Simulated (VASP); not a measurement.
Write the native input for VASP 6.6.1 that does the following.

```
Task                   : single point
Functional             : r2SCAN
Dispersion             : D3(BJ)
Potentials or basis    : VASP PAW PBE potentials, release 64 (Ru_sv)
Cutoff                 : 620 eV
k mesh                 : 11 × 11 × 6
Occupations            : fermi-dirac, width 0.05 eV
Spin                   : no spin polarisation
Dipole correction      : no
Further INCAR settings : ALGO = Normal; EDIFF = 1e-06; NBANDS = 23
```

Ru:

```
Ru
1.0
     2.69227    0.00000    0.00000
    -1.34613    2.33157    0.00000
     0.00000    0.00000    4.25468
Ru
2
Direct
  0.66667 0.33333 0.75000
  0.33333 0.66667 0.25000
```

These files were run (other wordings do the same):

POSCAR

```
Ru
1.0
    2.6922679191      0.0000000000      0.0000000000
   -1.3461339596      2.3315724118      0.0000000000
    0.0000000000      0.0000000000      4.2546846818
Ru
2
Direct
    0.6666666667      0.3333333333      0.7500000000
    0.3333333333      0.6666666667      0.2500000000
```

INCAR.step1

```
PREC = Accurate ; ENCUT = 620
ISMEAR = -1 ; SIGMA = 0.05
LREAL = False ; LASPH = True
NELM = 120 ; NBANDS = 23
GGA = PE ; ALGO = Normal
EDIFF = 1E-5 ; LWAVE = True
LCHARG = False ; GGA_COMPAT = False
```

INCAR.step2

```
PREC = Accurate ; ENCUT = 620
EDIFF = 1E-6 ; ISMEAR = -1
SIGMA = 0.05 ; LREAL = False
LASPH = True ; NELM = 120
ALGO = Normal ; ISIF = 2
LWAVE = False ; LCHARG = False
METAGGA = R2SCAN ; LMIXTAU = True
IVDW = 12 ; VDW_S6 = 1.0
VDW_S8 = 0.78981345 ; VDW_A1 = 0.49484001
VDW_A2 = 5.73083694 ; NBANDS = 23
ISTART = 1 ; GGA_COMPAT = False
```

KPOINTS

```
regular mesh
0
Gamma
  11 11 6
```

Potentials or basis: VASP PAW PBE potentials, release 64 (Ru_sv).

Command:

```sh
$ cat potpaw_PBE.64/Ru_sv/POTCAR > POTCAR
$ cp INCAR.step1 INCAR
$ mpirun -np 1 vasp_std > vasp.out
$ cp INCAR.step2 INCAR
$ mpirun -np 1 vasp_std > vasp.out
```

It gave:

```
Pressure                   : 0.1 GPa
Band gap on the k mesh     : zero (bands 16 and 17 overlap by 3.29 eV)
Dispersion energy per atom : -0.299 eV
```

Caveat: the PAW data sets were made with another functional, which shifts forces and pressure a little.

Wall time 100 s on 1 thread of AMD EPYC 9R45 96-Core Processor (Zen 5), with other jobs on the host, peak memory 0.16 GiB.
